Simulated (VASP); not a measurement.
# Cu (P6_3/mmc) in VASP: a series of runs, part 2 of 2

VASP 6.6.1. Earlier steps stand in the parts before.

**4. Single point, PBEsol**

This run uses another cell than the first one, of 12.12 Å³/atom, 1.060 times its volume.

INCAR reads:

```
SYSTEM = Cu
PREC     = Accurate       ! precision mode
ENCUT    = 520            ! plane-wave cutoff, eV
EDIFF    = 1E-6           ! SCF threshold, eV
ISMEAR   = 1              ! smearing method
SIGMA    = 0.15           ! smearing width, eV
LREAL    = .FALSE.        ! projectors in reciprocal space
LASPH    = .TRUE.         ! aspherical terms in the spheres
NELM     = 60             ! most SCF steps
ALGO     = Normal         ! electronic algorithm
ISIF     = 2              ! what is computed and relaxed
LWAVE    = .FALSE.        ! write WAVECAR
LCHARG   = .FALSE.        ! write CHGCAR
GGA      = PS             ! functional
NBANDS   = 18             ! bands
```

KPOINTS reads:

```
Automatic mesh
0
G
  13 13 7
  0 0 0
```

POSCAR reads:

```
Cu
1.0
    2.5837977945      0.0000000000      0.0000000000
   -1.2918983874      2.2376341432      0.0000000000
    0.0000000000      0.0000000000      4.1932301247
Cu
2
Direct
    0.3333333333      0.6666666667      0.2500000000
    0.6666666667      0.3333333333      0.7500000000
```

Potentials or basis: VASP PAW PBE potentials, release 64 (Cu).

Started as:

```console
$ cat potpaw_PBE.64/Cu/POTCAR > POTCAR
$ mpirun -np 1 vasp_std > vasp.out
```

OUTCAR:

```text
SYSTEM = Cu
   PREC = Accurate
   ENCUT = 520
   EDIFF = 1E-6
   ISMEAR = 1
   LREAL = .FALSE.
   LASPH = .TRUE.
   NELM = 60
   ISIF = 2
   GGA = PS

 ion  position               nearest neighbor table
   1  0.333  0.667  0.250-   2 2.57   2 2.57   2 2.57   2 2.57   2 2.57   2 2.57
   2  0.667  0.333  0.750-   1 2.57   1 2.57   1 2.57   1 2.57   1 2.57   1 2.57

  LATTYP: Found a hexagonal cell.
 ALAT       =     2.5837977945
 C/A-ratio  =     1.6228940723

  Lattice vectors:

 A1 = (   2.5837977945,   0.0000000000,   0.0000000000)
 A2 = (  -1.2918983874,   2.2376341432,   0.0000000000)
 A3 = (   0.0000000000,   0.0000000000,   4.1932301247)

Analysis of symmetry for initial positions (statically):
=====================================================================
 Subroutine PRICEL returns:
 Original cell was already a primitive cell.

 Routine SETGRP: Setting up the symmetry group for a
 hexagonal supercell.

 Subroutine GETGRP returns: Found 24 space group operations
 (whereof 12 operations were pure point group operations)
 out of a pool of 24 trial point group operations.

The static configuration has the point symmetry D_3d.
 The point group associated with its full space group is D_6h.

[... 156 lines left out ...]
  ext. energy  EPLUGINS =         0.00000000
  ---------------------------------------------------
  free energy    TOTEN  =        -8.56406174 eV

  energy without entropy =       -8.56535388  energy(sigma->0) =       -8.56449245

 E-fermi :   7.0837     XC(G=0): -12.7569

 val. band max:        6.9935529180   @ k =   0.3846   0.0000   0.4286
 cond. band min:       7.1257391416   @ k =   0.1538   0.1538   0.2857
 fundamental gap:      0.1321862235
 Fermi energy:         7.0837409675

 k-point     1 :       0.0000    0.0000    0.0000
  band No.  band energies     occupation
      1      -2.1089      2.00000
      2       2.1408      2.00000
      3       4.1462      2.00000
      4       4.1829      2.00000
      5       4.1829      2.00000
      6       4.3866      2.00000
[... 481 lines left out ...]
      5       4.2000      2.00000
      6       4.3506      2.00000
[... 10 lines left out ...]
     17      27.7569      0.00000
     18      29.1957      0.00000

 [... further k-points ...]
[... 5 lines left out ...]
  --------------------------------------------------------------------------------------
  -------------------------------------------------------------------------------------
  Total       -1.5455301     -1.5455295     -1.0562214     -0.0000004      0.0000000     -0.0000000
  in kB     -102.1390322   -102.1389971    -69.8022232     -0.0000233      0.0000000     -0.0000000
  external PRESSURE =     -91.3600842 kB  Pullay stress =       0.0000000 kB

 VOLUME and BASIS-vectors are now :
 -----------------------------------------------------------------------------
  energy-cutoff  :      520.00
  volume of cell :       24.24
      direct lattice vectors                 reciprocal lattice vectors
     2.583797795  0.000000000  0.000000000     0.387027190  0.223450203  0.000000000
    -1.291898387  2.237634143  0.000000000     0.000000000  0.446900582  0.000000000
     0.000000000  0.000000000  4.193230125     0.000000000  0.000000000  0.238479637

 POSITION                                       TOTAL-FORCE (eV/Angst)
 -----------------------------------------------------------------------------------
      0.00000      1.49176      1.04831        -0.000000     -0.000000      0.000000
      1.29190      0.74588      3.14492         0.000000      0.000000      0.000000
 -----------------------------------------------------------------------------------
    total drift:                               -0.000000      0.000000     -0.000000

  FREE ENERGIE OF THE ION-ELECTRON SYSTEM (eV)
  ---------------------------------------------------
  free  energy   TOTEN  =        -8.5640617429 eV

  energy  without entropy=       -8.5653538789  energy(sigma->0) =       -8.56449245
```

OSZICAR:

```text
N       E                     dE             d eps       ncg     rms          rms(c)
DAV:   1     0.119788321754E+03    0.11979E+03   -0.10633E+04  3288   0.216E+03
DAV:   2    -0.496790149111E+01   -0.12476E+03   -0.11838E+03  3042   0.286E+02
DAV:   3    -0.106446990713E+02   -0.56768E+01   -0.55046E+01  3434   0.840E+01
DAV:   4    -0.107055038326E+02   -0.60805E-01   -0.60757E-01  3648   0.921E+00
DAV:   5    -0.107063179060E+02   -0.81407E-03   -0.81405E-03  3706   0.918E-01    0.118E+01
DAV:   6    -0.951542709440E+01    0.11909E+01   -0.13896E+01  3218   0.107E+02    0.642E+00
DAV:   7    -0.858756407462E+01    0.92786E+00   -0.28772E+00  3272   0.444E+01    0.672E-01
DAV:   8    -0.856955421105E+01    0.18010E-01   -0.28409E-02  4430   0.264E+00    0.551E-01
DAV:   9    -0.856402211101E+01    0.55321E-02   -0.86955E-03  3478   0.265E+00    0.212E-02
DAV:  10    -0.856405890567E+01   -0.36795E-04   -0.23306E-04  3890   0.195E-01    0.491E-03
DAV:  11    -0.856406171351E+01   -0.28078E-05   -0.29896E-06  3300   0.265E-02    0.175E-03
DAV:  12    -0.856406174285E+01   -0.29340E-07   -0.48207E-07  1984   0.141E-02
   1 F= -.85640617E+01 E0= -.85644925E+01  d E =0.129214E-02
```

Wall time 38 s (1 thread of AMD EPYC 7R43 (Zen 3), shared host); peak memory 0.12 GiB.

What came out:

| Item | Value |
| --- | --- |
| Free energy | -8.5641 eV |
| Pressure | -9.1 GPa |
| Band gap on the k mesh | zero (band 11 reaches 10.02 eV, above the bottom of band 12 at 5.23 eV) |

Stress tensor (GPa, compression positive):
```
-10.21   0.00   0.00
  0.00 -10.21   0.00
  0.00   0.00  -6.98
```

Caveat: the PAW data sets were made with another functional, which shifts forces and pressure a little.

**5. Summary**

```csv
cell,gap on the mesh (eV),pressure (GPa)
"a = 2.534, b = 2.534, c = 4.113 Å, angles 90.0, 90.0, 120.0°, 2 atoms",none,-1.1
"a = 2.559, b = 2.559, c = 4.153 Å, angles 90.0, 90.0, 120.0°, 2 atoms",none,-5.5
"a = 2.584, b = 2.584, c = 4.193 Å, angles 90.0, 90.0, 120.0°, 2 atoms",none,-9.1
```

Alike in all rows: task single point; level PBEsol; potentials or basis VASP PAW PBE potentials, release 64 (Cu); no spin polarisation; k mesh 13 × 13 × 7; cutoff (eV) 520; smearing methfessel-paxton 0.15 eV.

Caveats: the PAW data sets were made with another functional, which shifts forces and pressure a little.

Absolute energies hang on the potentials; compare differences alone.
